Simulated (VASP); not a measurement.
# Rh (Fm-3m) in VASP: notebook

Rh is run at these levels: PBE; tasks: single point.

Everything below comes from runs of VASP 6.6.1. Logs are shortened: lines on timing, memory, paths and dates and some standing lists are left out, and cuts for length are marked.

## 1. The cell of the first run

It takes space group Fm-3m (No. 225, cubic). Conventional cell: a = 3.881 Å, b = 3.881 Å, c = 3.881 Å, α = 90.00°, β = 90.00°, γ = 90.00°. Rh (site symmetry m-3m) has 12 Rh at 2.74 Å within 3.6 Å.

## 2. Single point, PBE, collinear spin, ferromagnetic start (14.61 Å³/atom)

Input file INCAR:

```
SYSTEM = Rh
PREC     = Accurate       ! precision mode
ENCUT    = 520            ! plane-wave cutoff, eV
EDIFF    = 1E-6           ! SCF threshold, eV
ISMEAR   = -1             ! smearing method
SIGMA    = 0.05           ! smearing width, eV
LREAL    = .FALSE.        ! projectors in reciprocal space
LASPH    = .TRUE.         ! aspherical terms in the spheres
NELM     = 150            ! most SCF steps
ALGO     = Normal         ! electronic algorithm
ISIF     = 2              ! what is computed and relaxed
LWAVE    = .FALSE.        ! write WAVECAR
LCHARG   = .FALSE.        ! write CHGCAR
ISPIN    = 2              ! spin polarisation
MAGMOM   = 1              ! initial moments
LORBIT   = 11             ! projections on sites
LMAXMIX  = 4              ! l up to which the mixer works
GGA      = PE             ! functional
NBANDS   = 18             ! bands
```

Input file KPOINTS:

```
Automatic mesh
0
G
  23 23 23
  0 0 0
```

Input file POSCAR:

```
Rh
1.0
    0.0000000000      1.9404250384      1.9404250384
    1.9404250384      0.0000000000      1.9404250384
    1.9404250384      1.9404250384      0.0000000000
Rh
1
Direct
    0.0000000000      0.0000000000      0.0000000000
```

Potentials or basis: VASP PAW PBE potentials, release 64 (Rh_pv).

Run with:

```sh
> cat potpaw_PBE.64/Rh_pv/POTCAR > POTCAR
> mpirun -np 1 vasp_std > vasp.out
```

OUTCAR:

```text
SYSTEM = Rh
   PREC = Accurate
   ENCUT = 520
   EDIFF = 1E-6
   ISMEAR = -1
   LREAL = .FALSE.
   LASPH = .TRUE.
   NELM = 150
   ISIF = 2
   ISPIN = 2
   LORBIT = 11
   GGA = PE

 ion  position               nearest neighbor table
   1  0.000  0.000  0.000-

  LATTYP: Found a face centered cubic cell.
 ALAT       =     3.8808500768

  Lattice vectors:

 A1 = (   0.0000000000,   1.9404250384,   1.9404250384)
 A2 = (   1.9404250384,   0.0000000000,   1.9404250384)
 A3 = (   1.9404250384,   1.9404250384,   0.0000000000)

Analysis of symmetry for initial positions (statically):
=====================================================================
 Subroutine PRICEL returns:
 Original cell was already a primitive cell.

 Routine SETGRP: Setting up the symmetry group for a
 face centered cubic supercell.

 Subroutine GETGRP returns: Found 48 space group operations
 (whereof 48 operations were pure point group operations)
 out of a pool of 48 trial point group operations.

The static configuration has the point symmetry O_h .

Analysis of symmetry for dynamics (positions and initial velocities):
=====================================================================
 Subroutine PRICEL returns:
 Original cell was already a primitive cell.

 Routine SETGRP: Setting up the symmetry group for a
 face centered cubic supercell.

 Subroutine GETGRP returns: Found 48 space group operations
 (whereof 48 operations were pure point group operations)
 out of a pool of 48 trial point group operations.

The dynamic configuration has the point symmetry O_h .

Analysis of structural, dynamic, and magnetic symmetry:
=====================================================================
 Subroutine PRICEL returns:
 Original cell was already a primitive cell.

 Routine SETGRP: Setting up the symmetry group for a
 face centered cubic supercell.

 Subroutine GETGRP returns: Found 48 space group operations
 (whereof 48 operations were pure point group operations)
 out of a pool of 48 trial point group operations.

The overall configuration has the point symmetry O_h .

 Subroutine INISYM returns: Found 48 space group operations
 (whereof 48 operations are pure point group operations),
 and found     1 'primitive' translations

----------------------------------------------------------------------------------------

                                     Primitive cell

  volume of cell :      14.6124

  direct lattice vectors                    reciprocal lattice vectors
     0.000000000  1.940425038  1.940425038    -0.257675504  0.257675504  0.257675504
     1.940425038  0.000000000  1.940425038     0.257675504 -0.257675504  0.257675504
     1.940425038  1.940425038  0.000000000     0.257675504  0.257675504 -0.257675504

  length of vectors
     2.744175406  2.744175406  2.744175406     0.446307065  0.446307065  0.446307065

  position of ions in fractional coordinates (direct lattice)
     0.000000000  0.000000000  0.000000000

  ion indices of the primitive-cell ions
   primitive index   ion index
                 1           1

----------------------------------------------------------------------------------------

 KPOINTS: Automatic mesh

Automatic generation of k-mesh.
 Grid dimensions read from file:
 generate k-points for:   23   23   23

 Generating k-lattice:

  Cartesian coordinates                     Fractional coordinates (reciprocal lattice)
    -0.011203283  0.011203283  0.011203283     0.043478261  0.000000000  0.000000000
     0.011203283 -0.011203283  0.011203283     0.000000000  0.043478261  0.000000000
     0.011203283  0.011203283 -0.011203283     0.000000000  0.000000000  0.043478261

  Length of vectors
     0.019404655  0.019404655  0.019404655

  Shift w.r.t. Gamma in fractional coordinates (k-lattice)
     0.000000000  0.000000000  0.000000000

 Subroutine IBZKPT returns following result:
 ===========================================

 Found    364 irreducible k-points:

 Following reciprocal coordinates:
            Coordinates               Weight
  0.000000  0.000000  0.000000      1.000000
  0.043478  0.000000  0.000000      8.000000
  0.086957  0.000000  0.000000      8.000000
  0.130435  0.000000  0.000000      8.000000
  0.173913  0.000000  0.000000      8.000000
  0.217391  0.000000  0.000000      8.000000
[... 16 lines left out ...]
  0.478261  0.043478  0.000000     24.000000
 -0.478261  0.043478  0.000000     24.000000
 [... further k-points ...]
   k-points           NKPTS =    364   k-points in BZ     NKDIM =    364   number of bands    NBANDS=     18
   number of dos      NEDOS =    301   number of ions     NIONS =      1
   total plane-waves  NPLWV =   8000
   dimension x,y,z NGX =    20 NGY =   20 NGZ =   20
   dimension x,y,z NGXF=    40 NGYF=   40 NGZF=   40
   ions per type =               1
   NGX,Y,Z   is equivalent  to a cutoff of  12.12, 12.12, 12.12 a.u.
   NGXF,Y,Z  is equivalent  to a cutoff of  24.23, 24.23, 24.23 a.u.
 SYSTEM =  Rh
   PREC   = accura    normal or accurate (medium, high low for compatibility)
   ISTART =      0    job   : 0-new  1-cont  2-samecut
   ICHARG =      2    charge: 1-file 2-atom 10-const
   ISPIN  =      2    spin polarized calculation?
   LNONCOLLINEAR =      F non collinear calculations
   LSORBIT =      F    spin-orbit coupling
   LASPH  =      T    aspherical Exc in radial PAW
   ENCUT  =  520.0 eV  38.22 Ry    6.18 a.u.   5.10  5.10  5.10*2*pi/ulx,y,z
   NELM   =    150;   NELMIN=  2; NELMDL= -5     # of ELM steps
   EDIFF  = 0.1E-05   stopping-criterion for ELM
   LREAL  =      F    real-space projection
   EDIFFG = 0.1E-04   stopping-criterion for IOM
   NSW    =      0    number of steps for IOM
   IBRION =     -1    ionic relax: 0-MD 1-quasi-New 2-CG
   NFREE  =      0    steps in history (QN), initial steepest desc. (CG)
   ISIF   =      2    stress and relaxation
   ISYM   =      2    0-nonsym 1-usesym 2-fastsym
   POTIM  = 0.5000    time-step for ionic-motion
   TEBEG  =    0.0;   TEEND  =   0.0 temperature during run
   PSTRESS=    0.0 pullay stress
   NELECT =      15.0000    total number of electrons
   NUPDOWN=      -1.0000    fix difference up-down
   EMIN   =  10.00;   EMAX   =-10.00  energy-range for DOS
   EFERMI =   0.00;   METHOD = LEGACY
   ISMEAR =    -1;   SIGMA  =   0.05  broadening in eV -4-tet -1-fermi 0-gaus
   EFERMI_NEDOS =   21; number of points for ismear=-14 and -15
   IALGO  =     38    algorithm
   IMIX   =      4    mixing-type and parameters
     AMIX     =   0.40;   BMIX     =  1.00
     AMIX_MAG =   1.60;   BMIX_MAG =  1.00
  volume/ion in A,a.u.               =      14.61        98.61
  Fermi-wavevector in a.u.,A,eV,Ry     =   1.651449  3.120785 37.106929  2.727282
  Thomas-Fermi vector in A             =   2.740226
   LORBIT       =     11    0 simple, 1 ext, 2 COOP (PROOUT), +10 PAW based schemes
   GGA     = PE    functional components
   LHFCALC =     F    Hartree Fock is set to
   AEXX    =    0.0000 exact exchange contribution
   IVDW    =     0    specifies the selected vdW correction
   LEPSILON=     F    determine dielectric tensor
   LRPA    =     F    only Hartree local field effects (RPA)
 spin polarized calculation
  energy-cutoff  :      520.00
  volume of cell :       14.61
 maximum number of plane-waves:       411
   NGX = 11   NGY = 11   NGZ = 11

 number of electron      14.9999992 magnetization      -0.0007451

 number of electron      14.9999992 magnetization       0.0003206

 Free energy of the ion-electron system (eV)
  ---------------------------------------------------
  ext. energy  EPLUGINS =         0.00000000
  ---------------------------------------------------
  free energy    TOTEN  =        -7.24762869 eV

  energy without entropy =       -7.23584430  energy(sigma->0) =       -7.24173650

 E-fermi :  10.8152     XC(G=0): -13.6417

 val. band max:       10.8151665728   @ k =  -0.4783   0.3913   0.0000
 cond. band min:      10.8348519017   @ k =   0.3478   0.3478   0.0000
 fundamental gap:      0.0196853289
 Fermi energy:        10.8152268883

 spin component 1

 k-point     1 :       0.0000    0.0000    0.0000
  band No.  band energies     occupation
      1     -35.4544      1.00000
      2     -35.4544      1.00000
      3     -35.4544      1.00000
      4       3.3046      1.00000
      5       8.0204      1.00000
      6       8.0204      1.00000
[... 10 lines left out ...]
     17      41.9476      0.00000
     18      41.9476      0.00000

 k-point     2 :       0.0435    0.0000    0.0000
  band No.  band energies     occupation
      1     -35.4657      1.00000
      2     -35.4560      1.00000
      3     -35.4560      1.00000
      4       3.3769      1.00000
      5       7.9895      1.00000
      6       8.0482      1.00000
[... 10 lines left out ...]
     17      41.7334      0.00000
     18      41.7334      0.00000
[... 442 lines left out ...]
 k-point    24 :      -0.4783    0.0435    0.0000
  band No.  band energies     occupation
      1     -36.0418      1.00000
      2     -35.5453      1.00000
      3     -35.5390      1.00000
      4       5.2465      1.00000
      5       7.9111      1.00000
      6       7.9999      1.00000
[... 10 lines left out ...]
     17      42.0820      0.00000
     18      48.1963      0.00000

 [... further k-points ...]

 spin component 2

 k-point     1 :       0.0000    0.0000    0.0000
  band No.  band energies     occupation
      1     -35.4541      1.00000
      2     -35.4541      1.00000
      3     -35.4541      1.00000
      4       3.3046      1.00000
      5       8.0206      1.00000
      6       8.0206      1.00000
[... 10 lines left out ...]
     17      41.9478      0.00000
     18      41.9478      0.00000

 k-point     2 :       0.0435    0.0000    0.0000
  band No.  band energies     occupation
      1     -35.4654      1.00000
      2     -35.4556      1.00000
      3     -35.4556      1.00000
      4       3.3769      1.00000
      5       7.9897      1.00000
      6       8.0484      1.00000
[... 10 lines left out ...]
     17      41.7336      0.00000
     18      41.7336      0.00000
[... 442 lines left out ...]
 k-point    24 :      -0.4783    0.0435    0.0000
  band No.  band energies     occupation
      1     -36.0415      1.00000
      2     -35.5450      1.00000
      3     -35.5386      1.00000
      4       5.2466      1.00000
      5       7.9113      1.00000
      6       8.0001      1.00000
[... 10 lines left out ...]
     17      42.0821      0.00000
     18      48.1928      0.00000

 [... further k-points ...]

------------------------ aborting loop because EDIFF is reached ----------------------------------------

  FORCE on cell =-STRESS in cart. coord.  units (eV):
  Direction    XX          YY          ZZ          XY          YZ          ZX
  --------------------------------------------------------------------------------------
  -------------------------------------------------------------------------------------
  Total       -0.8323870     -0.8323870     -0.8323870     -0.0000000     -0.0000000     -0.0000000
  in kB      -91.2673174    -91.2673174    -91.2673174     -0.0000000     -0.0000000     -0.0000000
  external PRESSURE =     -91.2673174 kB  Pullay stress =       0.0000000 kB

 VOLUME and BASIS-vectors are now :
 -----------------------------------------------------------------------------
  energy-cutoff  :      520.00
  volume of cell :       14.61
      direct lattice vectors                 reciprocal lattice vectors
     0.000000000  1.940425038  1.940425038    -0.257675504  0.257675504  0.257675504
     1.940425038  0.000000000  1.940425038     0.257675504 -0.257675504  0.257675504
     1.940425038  1.940425038  0.000000000     0.257675504  0.257675504 -0.257675504

 POSITION                                       TOTAL-FORCE (eV/Angst)
 -----------------------------------------------------------------------------------
      0.00000      0.00000      0.00000         0.000000      0.000000      0.000000
 -----------------------------------------------------------------------------------
    total drift:                                0.000000      0.000000      0.000000

  FREE ENERGIE OF THE ION-ELECTRON SYSTEM (eV)
  ---------------------------------------------------
  free  energy   TOTEN  =        -7.2476286941 eV

  energy  without entropy=       -7.2358442992  energy(sigma->0) =       -7.24173650

 total charge

# of ion       s       p       d       tot
------------------------------------------
    1        0.387   6.263   7.034  13.684

 magnetization (x)

# of ion       s       p       d       tot
------------------------------------------
    1       -0.000  -0.000   0.000   0.000
```

It took 2 min on 1 thread of Intel Xeon 8259CL, shared host; peak memory 0.24 GiB.

What came out:

- Free energy: -7.2476 eV
- Pressure: -9.1 GPa
- Net moment: 0.00 μB per cell
- Valence electrons inside the program's atomic spheres: Rh 13.68

Caveat: the cell stands under tension.

(Continued in part 2 of 2.)
